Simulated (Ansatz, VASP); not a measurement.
**ZrB2 in VASP and in Ansatz**

```xyz
3
Lattice="3.1328 0.0000 0.0000 -1.5664 2.7131 0.0000 0.0000 0.0000 3.4894" Properties=species:S:1:pos:R:3 pbc="T T T"
Zr    0.0000    0.0000    0.0000
B     0.0000    1.8087    1.7447
B     1.5664    0.9044    1.7447
```

Alike in both runs: task relaxation of cell and atoms; functional LDA; k mesh 15 × 15 × 12; occupations fermi-dirac, width 0.15 eV; no spin polarisation.

|  | VASP | Ansatz |
| --- | --- | --- |
| version | VASP 6.6.1 | Ansatz 0.2.0 |
| potentials or method | VASP PAW LDA potentials, release 64 (Zr_sv, B), cutoff 600 eV | scalar-relativistic, plane waves, PAW |
| valence electrons in the cell | 18 | 18 |

```csv
,VASP,Ansatz,Ansatz less VASP
"gap on the k mesh at the Fermi level, each at its own relaxed structure (eV)",none,none,-
relaxed volume (Å³/atom),9.91,9.89,-0.017
relaxed cell length with the largest relative difference (Å),3.491,3.489,-0.0025
```

Ansatz warns that its potentials were made for another functional, while VASP's fit it. LDA's correlation is that of Perdew and Zunger in VASP and of Perdew and Wang (1992) in Ansatz. A gap of «none» marks a metal or a gap that the smearing closes.
